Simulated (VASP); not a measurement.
# Si2W (P6_222) in VASP: notebook, part 2 of 2

VASP 6.6.1. Earlier steps stand in the parts before.

**5. Single point, PBEsol (strain -0.025 along x and y, +0.000 along z)**

Input file INCAR:

```
SYSTEM = Si2W
ALGO = Normal ; EDIFF = 1E-6
ENCUT = 520 ; GGA = PS
ISIF = 2 ; ISMEAR = 0
LASPH = .TRUE. ; LCHARG = .TRUE.
LELF = .TRUE. ; LREAL = .FALSE.
LVHAR = .TRUE. ; LWAVE = .FALSE.
NBANDS = 43 ; NELM = 60
PREC = Accurate ; SIGMA = 0.15
```

Input file KPOINTS:

```
k-points
0
G
  12 12 6
  0 0 0
```

Input file POSCAR:

```
Si2W
1.0
    4.4616844367      0.0000000000      0.0000000000
   -2.2308422184      3.8639320658      0.0000000000
    0.0000000000      0.0000000000      6.6033074698
Si W
6 3
Direct
    0.8361793875      0.6723587749      0.5000000000
    0.1638206125      0.8361793875      0.8333333333
    0.6723587749      0.8361793875      0.1666666667
    0.1638206125      0.3276412251      0.5000000000
    0.8361793875      0.1638206125      0.8333333333
    0.3276412251      0.1638206125      0.1666666667
    0.0000000000      0.5000000000      0.1666666667
    0.5000000000      0.5000000000      0.8333333333
    0.5000000000      0.0000000000      0.5000000000
```

Potentials or basis: VASP PAW PBE potentials, release 64 (Si, W_sv).

On the command line:

```
$ cat potpaw_PBE.64/Si/POTCAR potpaw_PBE.64/W_sv/POTCAR > POTCAR
$ mpirun -np 1 vasp_std > vasp.out
```

OUTCAR:

```text
SYSTEM = Si2W
   EDIFF = 1E-6
   ENCUT = 520
   GGA = PS
   ISIF = 2
   ISMEAR = 0
   LASPH = .TRUE.
   LREAL = .FALSE.
   NELM = 60
   PREC = Accurate

 ion  position               nearest neighbor table
   1  0.836  0.672  0.500-   4 2.53   2 2.54   3 2.54   7 2.56   8 2.56   9 2.57   9 2.57   9 2.60
                             4 2.60   4 2.60   6 3.11   5 3.11
   2  0.164  0.836  0.833-   5 2.53   1 2.54   6 2.54   9 2.56   7 2.56   8 2.57   8 2.57   8 2.60
                             5 2.60   5 2.60   4 3.11   3 3.11
   3  0.672  0.836  0.167-   6 2.53   1 2.54   5 2.54   9 2.56   8 2.56   7 2.57   7 2.57   7 2.60
                             6 2.60   6 2.60   4 3.11   2 3.11
   4  0.164  0.328  0.500-   1 2.53   5 2.54   6 2.54   7 2.56   8 2.56   9 2.57   9 2.57   9 2.60
                             1 2.60   1 2.60   3 3.11   2 3.11
   5  0.836  0.164  0.833-   2 2.53   4 2.54   3 2.54   9 2.56   7 2.56   8 2.57   8 2.57   8 2.60
                             2 2.60   2 2.60   1 3.11   6 3.11
   6  0.328  0.164  0.167-   3 2.53   4 2.54   2 2.54   9 2.56   8 2.56   7 2.57   7 2.57   7 2.60
                             3 2.60   3 2.60   1 3.11   5 3.11
   7  0.000  0.500  0.167-   1 2.56   4 2.56   2 2.56   5 2.56   6 2.57   3 2.57   6 2.57   3 2.57
                             3 2.60   6 2.60   9 3.13   9 3.13   8 3.13   8 3.13
   8  0.500  0.500  0.833-   1 2.56   4 2.56   3 2.56   6 2.56   5 2.57   2 2.57   2 2.57   5 2.57
                             5 2.60   2 2.60   9 3.13   9 3.13   7 3.13   7 3.13
   9  0.500  0.000  0.500-   3 2.56   6 2.56   5 2.56   2 2.56   4 2.57   1 2.57   4 2.57   1 2.57
                             4 2.60   1 2.60   7 3.13   7 3.13   8 3.13   8 3.13

  LATTYP: Found a hexagonal cell.
 ALAT       =     4.4616844367
 C/A-ratio  =     1.4800032507

  Lattice vectors:

 A1 = (   4.4616844367,   0.0000000000,   0.0000000000)
 A2 = (  -2.2308422184,   3.8639320658,   0.0000000000)
 A3 = (   0.0000000000,   0.0000000000,   6.6033074698)

Analysis of symmetry for initial positions (statically):
=====================================================================
 Subroutine PRICEL returns:
 Original cell was already a primitive cell.

 Routine SETGRP: Setting up the symmetry group for a
 hexagonal supercell.

 Subroutine GETGRP returns: Found 12 space group operations
 (whereof  4 operations were pure point group operations)
 out of a pool of 24 trial point group operations.

The static configuration has the point symmetry D_2 .
 The point group associated with its full space group is D_6 .

Analysis of symmetry for dynamics (positions and initial velocities):
=====================================================================
 Subroutine PRICEL returns:
 Original cell was already a primitive cell.

 Routine SETGRP: Setting up the symmetry group for a
 hexagonal supercell.

 Subroutine GETGRP returns: Found 12 space group operations
 (whereof  4 operations were pure point group operations)
 out of a pool of 24 trial point group operations.

The dynamic configuration has the point symmetry D_2 .
 The point group associated with its full space group is D_6 .

 Subroutine INISYM returns: Found 12 space group operations
 (whereof  4 operations are pure point group operations),
 and found     1 'primitive' translations

----------------------------------------------------------------------------------------

                                     Primitive cell

  volume of cell :     113.8387

[... 64 lines left out ...]
  0.416667 -0.000000  0.000000      6.000000
[... 16 lines left out ...]
  0.250000 -0.000000  0.166667     12.000000
  0.333333 -0.000000  0.166667     12.000000
 [... further k-points ...]
   k-points           NKPTS =     76   k-points in BZ     NKDIM =     76   number of bands    NBANDS=     43
   number of dos      NEDOS =    301   number of ions     NIONS =      9
   total plane-waves  NPLWV =  64800
   dimension x,y,z NGX =    36 NGY =   36 NGZ =   50
   dimension x,y,z NGXF=    72 NGYF=   72 NGZF=  100
   ions per type =               6   3
   NGX,Y,Z   is equivalent  to a cutoff of  13.41, 13.41, 12.59 a.u.
   NGXF,Y,Z  is equivalent  to a cutoff of  26.83, 26.83, 25.18 a.u.
 SYSTEM =  Si2W
   PREC   = accura    normal or accurate (medium, high low for compatibility)
   ISTART =      0    job   : 0-new  1-cont  2-samecut
   ICHARG =      2    charge: 1-file 2-atom 10-const
   ISPIN  =      1    spin polarized calculation?
   LNONCOLLINEAR =      F non collinear calculations
   LSORBIT =      F    spin-orbit coupling
   LASPH  =      T    aspherical Exc in radial PAW
   ENCUT  =  520.0 eV  38.22 Ry    6.18 a.u.   8.30  8.30 12.28*2*pi/ulx,y,z
   NELM   =     60;   NELMIN=  2; NELMDL= -5     # of ELM steps
   EDIFF  = 0.1E-05   stopping-criterion for ELM
   LREAL  =      F    real-space projection
[... 7 lines left out ...]
   TEBEG  =    0.0;   TEEND  =   0.0 temperature during run
   PSTRESS=    0.0 pullay stress
   NELECT =      66.0000    total number of electrons
   NUPDOWN=      -1.0000    fix difference up-down
   EMIN   =  10.00;   EMAX   =-10.00  energy-range for DOS
   EFERMI =   0.00;   METHOD = LEGACY
   ISMEAR =     0;   SIGMA  =   0.15  broadening in eV -4-tet -1-fermi 0-gaus
   EFERMI_NEDOS =   21; number of points for ismear=-14 and -15
   IALGO  =     38    algorithm
   IMIX   =      4    mixing-type and parameters
     AMIX     =   0.40;   BMIX     =  1.00
     AMIX_MAG =   1.60;   BMIX_MAG =  1.00
  volume/ion in A,a.u.               =      12.65        85.36
  Fermi-wavevector in a.u.,A,eV,Ry     =   1.365084  2.579636 25.353853  1.863456
  Thomas-Fermi vector in A             =   2.491344
   LORBIT       =      0    0 simple, 1 ext, 2 COOP (PROOUT), +10 PAW based schemes
   GGA     = PS    functional components
   LHFCALC =     F    Hartree Fock is set to
   AEXX    =    0.0000 exact exchange contribution
   IVDW    =     0    specifies the selected vdW correction
   LEPSILON=     F    determine dielectric tensor
   LRPA    =     F    only Hartree local field effects (RPA)
 non-spin polarized calculation
 Gauss-broadening in eV      SIGMA  =   0.15
  energy-cutoff  :      520.00
  volume of cell :      113.84
 maximum number of plane-waves:      3098
 NGX is ok and might be reduce to    36
   NGX = 17   NGY = 17   NGZ = 25

 number of electron      66.0000002 magnetization

 Free energy of the ion-electron system (eV)
  ---------------------------------------------------
  ext. energy  EPLUGINS =         0.00000000
  ---------------------------------------------------
  free energy    TOTEN  =       -79.02501424 eV

  energy without entropy =      -79.02367432  energy(sigma->0) =      -79.02434428

 E-fermi :  13.3315     XC(G=0): -12.9101

 val. band max:       13.2775878744   @ k =   0.5000  -0.0000   0.5000
 cond. band min:      13.3540576692   @ k =   0.5000  -0.0000   0.0000
 fundamental gap:      0.0764697948
 Fermi energy:        13.3314661300

 k-point     1 :       0.0000    0.0000    0.0000
  band No.  band energies     occupation
      1     -60.7725      2.00000
      2     -60.7559      2.00000
      3     -60.7559      2.00000
      4     -25.2334      2.00000
      5     -25.2308      2.00000
      6     -25.2308      2.00000
[... 1093 lines left out ...]
     42      17.0346      0.00000
     43      17.2719      0.00000

 [... further k-points ...]

------------------------ aborting loop because EDIFF is reached ----------------------------------------

  FORCE on cell =-STRESS in cart. coord.  units (eV):
  Direction    XX          YY          ZZ          XY          YZ          ZX
  --------------------------------------------------------------------------------------
  -------------------------------------------------------------------------------------
  Total       11.5304637     11.5304637      6.0911409     -0.0000000      0.0000000      0.0000000
  in kB      162.2809351    162.2809351     85.7273458     -0.0000000      0.0000000      0.0000000
  external PRESSURE =     136.7630720 kB  Pullay stress =       0.0000000 kB

 VOLUME and BASIS-vectors are now :
 -----------------------------------------------------------------------------
  energy-cutoff  :      520.00
  volume of cell :      113.84
      direct lattice vectors                 reciprocal lattice vectors
     4.461684437  0.000000000  0.000000000     0.224130598  0.129401861  0.000000000
    -2.230842218  3.863932066  0.000000000     0.000000000  0.258803722  0.000000000
     0.000000000  0.000000000  6.603307470     0.000000000  0.000000000  0.151439260

 POSITION                                       TOTAL-FORCE (eV/Angst)
 -----------------------------------------------------------------------------------
      2.23084      2.59795      3.30165         0.000000     -0.006295      0.000000
     -1.13447      3.23094      5.50276         0.005451     -0.003147      0.000000
      1.13447      3.23094      1.10055        -0.005451     -0.003147     -0.000000
     -0.00000      1.26598      3.30165        -0.000000      0.006295      0.000000
      3.36531      0.63299      5.50276        -0.005451      0.003147      0.000000
      1.09637      0.63299      1.10055         0.005451      0.003147      0.000000
     -1.11542      1.93197      1.10055         0.000000     -0.000000     -0.000000
      1.11542      1.93197      5.50276         0.000000     -0.000000     -0.000000
      2.23084      0.00000      3.30165         0.000000     -0.000000      0.000000
 -----------------------------------------------------------------------------------
    total drift:                               -0.000000     -0.000000      0.000000

  FREE ENERGIE OF THE ION-ELECTRON SYSTEM (eV)
  ---------------------------------------------------
  free  energy   TOTEN  =       -79.0250142360 eV

  energy  without entropy=      -79.0236743168  energy(sigma->0) =      -79.02434428
```

Wall time 4 min (1 thread of Oxide Virtual Turin-like, shared host); peak memory 0.39 GiB.

What came out:

```
Free energy            : -79.0250 eV
Pressure               : 13.7 GPa
Largest force          : 0.006 eV/Å
Band gap on the k mesh : 0.08 eV (least direct gap 0.71 eV)
```

Forces on the atoms (eV/Å):
```
Si   0.000 -0.006  0.000
Si   0.005 -0.003  0.000
Si  -0.005 -0.003  0.000
Si   0.000  0.006  0.000
Si  -0.005  0.003  0.000
Si   0.005  0.003  0.000
W    0.000  0.000  0.000
W    0.000  0.000  0.000
W    0.000  0.000  0.000
```

Levels at points of the mesh, in eV from the valence-band top:
| k point | band 31 | band 32 | band 33 | band 34 | band 35 | band 36 |
| --- | --- | --- | --- | --- | --- | --- |
| (0.00, 0.00, 0.00) | -2.84 | -2.43 | -1.05 | 2.34 | 2.34 | 2.65 |
| (0.50, 0.00, 0.00) | -1.80 | -1.21 | -0.64 | 0.08 | 0.94 | 1.21 |
| (0.00, 0.00, 0.50) | -2.35 | -0.94 | -0.94 | 1.93 | 2.47 | 2.47 |
| (0.50, 0.00, 0.50) | -2.17 | -1.14 | 0.00 | 0.89 | 1.09 | 1.26 |

Caveat: the cell differs from its parent crystal (strain -0.025 along x and y, +0.000 along z); the stress differs along the axes, from 9 to 16 GPa; the PAW data sets were made with another functional, which shifts forces and pressure a little; spin-orbit coupling is left out, which moves the levels of the heavy elements. A k mesh can miss the band edges.

**6. Single point, PBEsol (strain -0.025 along x and y, +0.025 along z)**

Input file INCAR:

```
PREC     = Accurate       # precision mode
ENCUT    = 520            # plane-wave cutoff, eV
EDIFF    = 1E-6           # SCF threshold, eV
ISMEAR   = 0              # smearing method
SIGMA    = 0.15           # smearing width, eV
LREAL    = F              # projectors in reciprocal space
LASPH    = T              # aspherical terms in the spheres
NELM     = 100            # most SCF steps
ALGO     = Normal         # electronic algorithm
ISIF     = 2              # what is computed and relaxed
LWAVE    = F              # write WAVECAR
LCHARG   = F              # write CHGCAR
GGA      = PS             # functional
NBANDS   = 43             # bands
```

Input file KPOINTS:

```
regular mesh
0
Gamma
  12 12 6
```

Changes to POSCAR since step 5:

```diff
@@ -4,3 +4,3 @@
    -2.2308422184      3.8639320658      0.0000000000
-    0.0000000000      0.0000000000      6.6033074698
+    0.0000000000      0.0000000000      6.7683901565
 Si W
```

Potentials or basis: VASP PAW PBE potentials, release 64 (Si, W_sv).

On the command line:

```
$ cat potpaw_PBE.64/Si/POTCAR potpaw_PBE.64/W_sv/POTCAR > POTCAR
$ mpirun -np 1 vasp_std > vasp.out
```

OUTCAR:

```text
PREC = Accurate
   ENCUT = 520
   EDIFF = 1E-6
   ISMEAR = 0
   LREAL = F
   LASPH = T
   NELM = 100
   ISIF = 2
   GGA = PS

 ion  position               nearest neighbor table
   1  0.836  0.672  0.500-   4 2.53   9 2.57   9 2.57   2 2.59   3 2.59   9 2.60   4 2.60   4 2.60
                             7 2.60   8 2.60   6 3.15   5 3.15
   2  0.164  0.836  0.833-   5 2.53   8 2.57   8 2.57   1 2.59   6 2.59   8 2.60   5 2.60   5 2.60
                             9 2.60   7 2.60   4 3.15   3 3.15
   3  0.672  0.836  0.167-   6 2.53   7 2.57   7 2.57   1 2.59   5 2.59   7 2.60   6 2.60   6 2.60
                             9 2.60   8 2.60   4 3.15   2 3.15
   4  0.164  0.328  0.500-   1 2.53   9 2.57   9 2.57   5 2.59   6 2.59   9 2.60   1 2.60   1 2.60
                             7 2.60   8 2.60   3 3.15   2 3.15
   5  0.836  0.164  0.833-   2 2.53   8 2.57   8 2.57   4 2.59   3 2.59   8 2.60   2 2.60   2 2.60
                             9 2.60   7 2.60   1 3.15   6 3.15
   6  0.328  0.164  0.167-   3 2.53   7 2.57   7 2.57   4 2.59   2 2.59   7 2.60   3 2.60   3 2.60
                             9 2.60   8 2.60   1 3.15   5 3.15
   7  0.000  0.500  0.167-   6 2.57   3 2.57   6 2.57   3 2.57   3 2.60   6 2.60   4 2.60   1 2.60
                             5 2.60   2 2.60   9 3.17   9 3.17   8 3.17   8 3.17
   8  0.500  0.500  0.833-   5 2.57   2 2.57   2 2.57   5 2.57   2 2.60   5 2.60   4 2.60   1 2.60
[... 1317 lines left out ...]

------------------------ aborting loop because EDIFF is reached ----------------------------------------

  FORCE on cell =-STRESS in cart. coord.  units (eV):
  Direction    XX          YY          ZZ          XY          YZ          ZX
  --------------------------------------------------------------------------------------
  -------------------------------------------------------------------------------------
  Total        8.7385354      8.7385354     -1.8453263     -0.0000000     -0.0000000      0.0000000
  in kB      119.9873641    119.9873641    -25.3378665     -0.0000000     -0.0000000      0.0000000
  external PRESSURE =      71.5456206 kB  Pullay stress =       0.0000000 kB

 VOLUME and BASIS-vectors are now :
 -----------------------------------------------------------------------------
  energy-cutoff  :      520.00
  volume of cell :      116.68
      direct lattice vectors                 reciprocal lattice vectors
     4.461684437  0.000000000  0.000000000     0.224130598  0.129401861  0.000000000
    -2.230842218  3.863932066  0.000000000     0.000000000  0.258803722  0.000000000
     0.000000000  0.000000000  6.768390156     0.000000000  0.000000000  0.147745620

 POSITION                                       TOTAL-FORCE (eV/Angst)
 -----------------------------------------------------------------------------------
      2.23084      2.59795      3.38420         0.000000     -0.052446      0.000000
     -1.13447      3.23094      5.64033         0.045420     -0.026223     -0.000000
      1.13447      3.23094      1.12807        -0.045420     -0.026223      0.000000
     -0.00000      1.26598      3.38420        -0.000000      0.052446      0.000000
      3.36531      0.63299      5.64033        -0.045420      0.026223      0.000000
      1.09637      0.63299      1.12807         0.045420      0.026223     -0.000000
     -1.11542      1.93197      1.12807         0.000000     -0.000000      0.000000
      1.11542      1.93197      5.64033         0.000000     -0.000000     -0.000000
      2.23084      0.00000      3.38420         0.000000     -0.000000      0.000000
 -----------------------------------------------------------------------------------
    total drift:                               -0.000000     -0.000000      0.000000

  FREE ENERGIE OF THE ION-ELECTRON SYSTEM (eV)
  ---------------------------------------------------
  free  energy   TOTEN  =       -79.0755620337 eV

  energy  without entropy=      -79.0749207720  energy(sigma->0) =      -79.07524140
```

OSZICAR:

```text
N       E                     dE             d eps       ncg     rms          rms(c)
DAV:   1     0.640441302113E+03    0.64044E+03   -0.35096E+04  6728   0.158E+03
DAV:   2    -0.399318069855E+02   -0.68037E+03   -0.65757E+03  6934   0.455E+02
DAV:   3    -0.803854538984E+02   -0.40454E+02   -0.38854E+02  8112   0.101E+02
DAV:   4    -0.814630529764E+02   -0.10776E+01   -0.10661E+01  8056   0.152E+01
DAV:   5    -0.814823727267E+02   -0.19320E-01   -0.19261E-01  8016   0.219E+00    0.482E+01
DAV:   6    -0.794111802058E+02    0.20712E+01   -0.89774E+00  7811   0.153E+01    0.180E+01
DAV:   7    -0.791325322146E+02    0.27865E+00   -0.67470E-01  7693   0.339E+00    0.723E+00
DAV:   8    -0.790770459150E+02    0.55486E-01   -0.93372E-02  7948   0.166E+00    0.494E-01
DAV:   9    -0.790760501619E+02    0.99575E-03   -0.61508E-03  8405   0.338E-01    0.316E-01
DAV:  10    -0.790756450451E+02    0.40512E-03   -0.15970E-03  7954   0.264E-01    0.745E-02
DAV:  11    -0.790755632132E+02    0.81832E-04   -0.27677E-04  7853   0.104E-01    0.266E-02
DAV:  12    -0.790755625310E+02    0.68223E-06   -0.14024E-05  8276   0.197E-02    0.751E-03
DAV:  13    -0.790755620337E+02    0.49729E-06   -0.12222E-06  4477   0.637E-03
   1 F= -.79075562E+02 E0= -.79075241E+02  d E =-.641262E-03
```

It took 4.2 min on 1 thread of Oxide Virtual Turin-like, shared host; peak memory 0.4 GiB.

Results:

* Free energy: -79.0756 eV
* Pressure: 7.2 GPa
* Largest force: 0.052 eV/Å
* Band gap on the k mesh: 0.22 eV (least direct gap 0.67 eV)

Forces in eV/Å, atoms in the order of the input:
```
Si   0.000 -0.052  0.000
Si   0.045 -0.026  0.000
Si  -0.045 -0.026  0.000
Si   0.000  0.052  0.000
Si  -0.045  0.026  0.000
Si   0.045  0.026  0.000
W    0.000  0.000  0.000
W    0.000  0.000  0.000
W    0.000  0.000  0.000
```

Caveat: the cell differs from its parent crystal (strain -0.025 along x and y, +0.025 along z); the stress differs along the axes, from -3 to 12 GPa; the PAW data sets were made with another functional, which shifts forces and pressure a little; spin-orbit coupling is left out, which moves the levels of the heavy elements. A k mesh can miss the band edges.

**7. The runs side by side**

| cell | gap on the mesh (eV) | pressure (GPa) | largest force (eV/Å) |
| --- | --- | --- | --- |
| a = 4.690, b = 4.690, c = 6.438 Å, angles 90.0, 90.0, 120.0°, 9 atoms | none | -3.8 | 0.07 |
| a = 4.462, b = 4.462, c = 6.933 Å, angles 90.0, 90.0, 120.0°, 9 atoms | 0.36 | 1.8 | 0.09 |
| a = 4.690, b = 4.690, c = 6.273 Å, angles 90.0, 90.0, 120.0°, 9 atoms | 0.03 | 3.5 | 0.15 |
| a = 4.462, b = 4.462, c = 6.603 Å, angles 90.0, 90.0, 120.0°, 9 atoms | 0.08 | 13.7 | 0.01 |
| a = 4.462, b = 4.462, c = 6.768 Å, angles 90.0, 90.0, 120.0°, 9 atoms | 0.22 | 7.2 | 0.05 |

Alike in all rows: task single point; level PBEsol; potentials or basis VASP PAW PBE potentials, release 64 (Si, W_sv); no spin polarisation; k mesh 12 × 12 × 6; cutoff (eV) 520; smearing gaussian 0.15 eV.

Caveats: the PAW data sets were made with another functional, which shifts forces and pressure a little; spin-orbit coupling is left out, which moves the levels of the heavy elements; the stress differs along the axes, from -8 to 5 GPa (at least some runs); the stress differs along the axes, from -11 to 8 GPa (at least some runs); the stress differs along the axes, from -4 to 19 GPa (at least some runs); the stress differs along the axes, from 9 to 16 GPa (at least some runs); the stress differs along the axes, from -3 to 12 GPa (at least some runs).

Absolute energies hang on the potentials; compare differences alone.

The gap in the log of VASP goes by the Fermi energy; the results here count the filled bands.